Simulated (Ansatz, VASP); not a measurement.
## BaSr2: VASP beside Ansatz

```
CELL_PARAMETERS angstrom
5.41813 0.00000 0.00000
-2.70907 4.69224 0.00000
0.00000 0.00000 7.65483
ATOMIC_POSITIONS crystal
Ba 0.33333 0.66667 0.17223
Ba 0.66667 0.33333 0.67223
Sr 0.00000 0.00000 0.39816
Sr 0.00000 0.00000 0.89816
Sr 0.33333 0.66667 0.76610
Sr 0.66667 0.33333 0.26610
```

Alike in both runs: task single point; functional PBE; k mesh 6 × 6 × 2; occupations gaussian, width 0.1 eV; no spin polarisation.

|  | VASP | Ansatz |
| --- | --- | --- |
| version | VASP 6.6.1 | Ansatz 0.2.0 |
| potentials or method | VASP PAW PBE potentials, release 64 (Ba_sv, Sr_sv), cutoff 520 eV | scalar-relativistic, plane waves, PAW |
| valence electrons in the cell | 60 | 60 |

Ansatz gave:

| Item | Value |
| --- | --- |
| gap on the k mesh at the Fermi level (eV) | none |
| pressure (GPa) | 12.3 |
| traceless stress, the component that is largest in VASP (GPa) | -4.34 |
| rms of the force components (eV/Å) | 0.488 |

Problem. Estimate VASP's values.

Solution. gap on the k mesh at the Fermi level (eV): none; pressure (GPa): 12.8; traceless stress, the component that is largest in VASP (GPa): -4.42; rms of the force components (eV/Å): 0.497.

Atom by atom the forces differ by 0.009 eV/Å (rms over components). A gap of «none» marks a metal or a gap that the smearing closes.

The k mesh is coarse, so the values compare programs but aren't converged. Spin-orbit coupling is off throughout.
